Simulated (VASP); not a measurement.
# Au (Fd-3m) in VASP: notebook, part 2 of 2

VASP 6.6.1. The steps go on from the part before.

## (3) Single point, PBE (volume scaled by 0.78)

INCAR

```
SYSTEM = Au
ALGO = Normal
EDIFF = 1E-6
ENCUT = 520
GGA = PE
ISIF = 2
ISMEAR = -1
LASPH = .True.
LCHARG = .False.
LREAL = .False.
LWAVE = .False.
NBANDS = 18
NELM = 100
PREC = Accurate
SIGMA = 0.05
```

KPOINTS

```
k-points
0
Gamma
  12 12 12
  0 0 0
```

POSCAR

```
Au
1.0
    0.0000000000      2.8365441024      2.8365441024
    2.8365441024      0.0000000000      2.8365441024
    2.8365441024      2.8365441024      0.0000000000
Au
2
Direct
   -0.1250000000     -0.1250000000     -0.1250000000
    0.1250000000      0.1250000000      0.1250000000
```

Potentials or basis: VASP PAW PBE potentials, release 64 (Au).

Run with:

```console
> cat potpaw_PBE.64/Au/POTCAR > POTCAR
> mpirun -np 1 vasp_std > vasp.out
```

OUTCAR:

```text
SYSTEM = Au
   EDIFF = 1E-6
   ENCUT = 520
   GGA = PE
   ISIF = 2
   ISMEAR = -1
   LASPH = .True.
   LREAL = .False.
   NELM = 100
   PREC = Accurate

 ion  position               nearest neighbor table
   1  0.875  0.875  0.875-   2 2.46   2 2.46   2 2.46   2 2.46
   2  0.125  0.125  0.125-   1 2.46   1 2.46   1 2.46   1 2.46

  LATTYP: Found a face centered cubic cell.
 ALAT       =     5.6730882048

  Lattice vectors:

 A1 = (   0.0000000000,   2.8365441024,   2.8365441024)
 A2 = (   2.8365441024,   0.0000000000,   2.8365441024)
 A3 = (   2.8365441024,   2.8365441024,   0.0000000000)

Analysis of symmetry for initial positions (statically):
=====================================================================
 Subroutine PRICEL returns:
 Original cell was already a primitive cell.

 Routine SETGRP: Setting up the symmetry group for a
 face centered cubic supercell.

 Subroutine GETGRP returns: Found 48 space group operations
 (whereof 12 operations were pure point group operations)
 out of a pool of 48 trial point group operations.

The static configuration has the point symmetry D_3d.
[... 156 lines left out ...]
  ---------------------------------------------------
  ext. energy  EPLUGINS =         0.00000000
  ---------------------------------------------------
  free energy    TOTEN  =        -4.20795800 eV

  energy without entropy =       -4.19757897  energy(sigma->0) =       -4.20276849

 E-fermi :   5.4489     XC(G=0): -10.6327

 val. band max:        5.4284053233   @ k =  -0.3333   0.4167   0.1667
 cond. band min:       5.4579397507   @ k =  -0.4167   0.1667   0.0000
 fundamental gap:      0.0295344274
 Fermi energy:         5.4489459814

 k-point     1 :       0.0000    0.0000    0.0000
  band No.  band energies     occupation
      1      -2.1546      2.00000
      2       0.0361      2.00000
      3       0.0361      2.00000
      4       0.1489      2.00000
      5       0.1489      2.00000
      6       0.1489      2.00000
[... 481 lines left out ...]
      5       0.5635      2.00000
      6       0.8503      2.00000
[... 10 lines left out ...]
     17      19.5729      0.00000
     18      20.6481      0.00000

 [... further k-points ...]
[... 5 lines left out ...]
  --------------------------------------------------------------------------------------
  -------------------------------------------------------------------------------------
  Total        7.5557785      7.5557785      7.5557785      0.0000000      0.0000000      0.0000000
  in kB      265.2107857    265.2107857    265.2107857      0.0000000      0.0000000      0.0000000
  external PRESSURE =     265.2107857 kB  Pullay stress =       0.0000000 kB

 VOLUME and BASIS-vectors are now :
 -----------------------------------------------------------------------------
  energy-cutoff  :      520.00
  volume of cell :       45.65
      direct lattice vectors                 reciprocal lattice vectors
     0.000000000  2.836544102  2.836544102    -0.176270836  0.176270836  0.176270836
     2.836544102  0.000000000  2.836544102     0.176270836 -0.176270836  0.176270836
     2.836544102  2.836544102  0.000000000     0.176270836  0.176270836 -0.176270836

 POSITION                                       TOTAL-FORCE (eV/Angst)
 -----------------------------------------------------------------------------------
      4.96395      4.96395      4.96395        -0.000000      0.000000     -0.000000
      0.70914      0.70914      0.70914         0.000000     -0.000000      0.000000
 -----------------------------------------------------------------------------------
    total drift:                               -0.000000      0.000000      0.000000

  FREE ENERGIE OF THE ION-ELECTRON SYSTEM (eV)
  ---------------------------------------------------
  free  energy   TOTEN  =        -4.2079580005 eV

  energy  without entropy=       -4.1975789740  energy(sigma->0) =       -4.20276849
```

stdout:

```text
POSCAR found type information on POSCAR Au
 POSCAR found :  1 types and       2 ions
 scaLAPACK will be used
 LDA part: xc-table for (Slater+PW92), standard interpolation
 POSCAR, INCAR and KPOINTS ok, starting setup
 FFT: planning ... GRIDC
 FFT: planning ... GRID_SOFT
 FFT: planning ... GRID
 WAVECAR not read
 entering main loop
```

It took 40 s on 1 thread of Intel Xeon Platinum 8259CL at 2.50GHz (Skylake/Cascade Lake), shared host; peak memory 0.19 GiB.

Results:

```yaml
Free_energy: -4.2080 eV
Pressure: 26.5 GPa
Band_gap_on_the_k_mesh: zero (band 11 reaches 5.90 eV, above the bottom of band 12 at 5.23 eV)
```

Levels at points of the mesh, in eV from the Fermi level:
```tsv
k point	band 7	band 8	band 9	band 10	band 11	band 12	band 13	band 14	band 15	band 16
(0.00, 0.00, 0.00)	-2.83	-2.83	-2.83	-1.24	-1.24	10.32	10.53	11.34	11.34	11.34
(0.50, 0.00, 0.00)	-2.42	-2.42	-1.71	-1.51	-1.51	-0.20	7.69	7.69	9.92	10.97
(0.50, 0.50, 0.00)	-3.48	-3.48	-1.26	-1.26	0.45	0.45	3.66	3.66	9.01	9.01
```

Caveat: spin-orbit coupling is left out, which moves the levels of the heavy elements.

## (4) Single point, PBE (volume scaled by 0.88)

INCAR

```
SYSTEM = Au
ALGO     = Normal         ! electronic algorithm
EDIFF    = 1E-6           ! SCF threshold, eV
ENCUT    = 520            ! plane-wave cutoff, eV
GGA      = PE             ! functional
ISIF     = 2              ! what is computed and relaxed
ISMEAR   = -1             ! smearing method
LASPH    = .TRUE.         ! aspherical terms in the spheres
LCHARG   = .FALSE.        ! write CHGCAR
LREAL    = .FALSE.        ! projectors in reciprocal space
LWAVE    = .FALSE.        ! write WAVECAR
NBANDS   = 18             ! bands
NELM     = 100            ! most SCF steps
PREC     = Accurate       ! precision mode
SIGMA    = 0.05           ! smearing width, eV
```

KPOINTS

```
k-points
0
G
  12 12 12
  0 0 0
```

POSCAR

```
Au
1.0
    0.0000000000      2.9529237319      2.9529237319
    2.9529237319      0.0000000000      2.9529237319
    2.9529237319      2.9529237319      0.0000000000
Au
2
Direct
   -0.1250000000     -0.1250000000     -0.1250000000
    0.1250000000      0.1250000000      0.1250000000
```

Run with:

```console
> cat potpaw_PBE.64/Au/POTCAR > POTCAR
> mpirun -np 1 vasp_std > vasp.out
```

Run time: 31 s. Hardware: 1 thread of Intel Xeon Platinum 8259CL at 2.50GHz (Skylake/Cascade Lake), shared host; peak memory 0.2 GiB.

Results (log left out):

```yaml
Free_energy: -4.8359 eV
Pressure: 9.6 GPa
Band_gap_on_the_k_mesh: zero (band 11 reaches 4.40 eV, above the bottom of band 12 at 3.74 eV)
```

Levels at points of the mesh, in eV from the Fermi level:
```tsv
k point	band 9	band 10	band 11	band 12	band 13	band 14
(0.00, 0.00, 0.00)	-2.51	-1.26	-1.26	9.47	10.19	10.37
(0.50, 0.00, 0.00)	-1.45	-1.45	-1.20	-0.29	7.18	7.18
(0.50, 0.50, 0.00)	-1.24	-1.24	0.35	0.35	3.72	3.72
```

Caveat: spin-orbit coupling is left out, which moves the levels of the heavy elements.
